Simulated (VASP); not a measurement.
# Al2O3: single point with PBE+D3(BJ)

Al2O3:

```
Al O
1.0
     2.89245    0.00000    0.00000
    -1.44623    2.50494    0.00000
     0.00000    0.00000    7.36051
Al O
2 3
Direct
  0.00000 0.00000 0.19074
  0.00000 0.00000 0.80926
  0.33333 0.66667 0.26353
  0.66667 0.33333 0.00000
  0.33333 0.66667 0.73647
```

This cell differs from its parent crystal: atoms shifted along a free coordinate.

```
Program             : VASP 6.6.1
Task                : single point
Functional          : PBE
Dispersion          : D3(BJ)
Potentials or basis : VASP PAW PBE potentials, release 64 (Al, O)
Cutoff              : 520 eV
k mesh              : 9 × 9 × 4
Occupations         : gaussian, width 0.05 eV
Spin                : no spin polarisation
```

```json
{
 "Pressure": "6.4 GPa",
 "Largest force": "2.284 eV/Å",
 "Band gap on the k mesh": "4.62 eV (least direct gap 4.85 eV)",
 "Dispersion energy per atom": "-0.190 eV"
}
```

Forces on the atoms (eV/Å):
```
Al   0.000  0.000 -2.213
Al   0.000  0.000  2.213
O    0.000  0.000  2.284
O    0.000  0.000  0.000
O    0.000  0.000 -2.284
```

Stress tensor (GPa, compression positive):
```
6.26 0.00 0.00
0.00 6.26 0.00
0.00 0.00 6.66
```

Levels at points of the mesh, in eV from the valence-band top:
```
           k point  band 8  band 9  band 10  band 11  band 12  band 13  band 14  band 15  band 16  band 17
(0.00, 0.00, 0.00)   -2.31   -2.31    -0.26    -0.26    -0.23     4.62     7.35     7.93    10.46    14.54
(0.00, 0.00, 0.50)   -2.32   -2.32    -0.75    -0.25    -0.25     5.41     6.32     8.00    11.16    14.47
```

It took 51 s on 1 thread of Intel Xeon 8259CL (shared host), peak memory 0.2 GiB.

Caveat: the cell differs from its parent crystal (atoms shifted along a free coordinate); the cell stands under pressure; an odd mesh through Γ misses points on the zone boundary, where band edges can lie; forces of over 1 eV/Å act on the atoms, so gaps and moduli don't describe the material at rest.
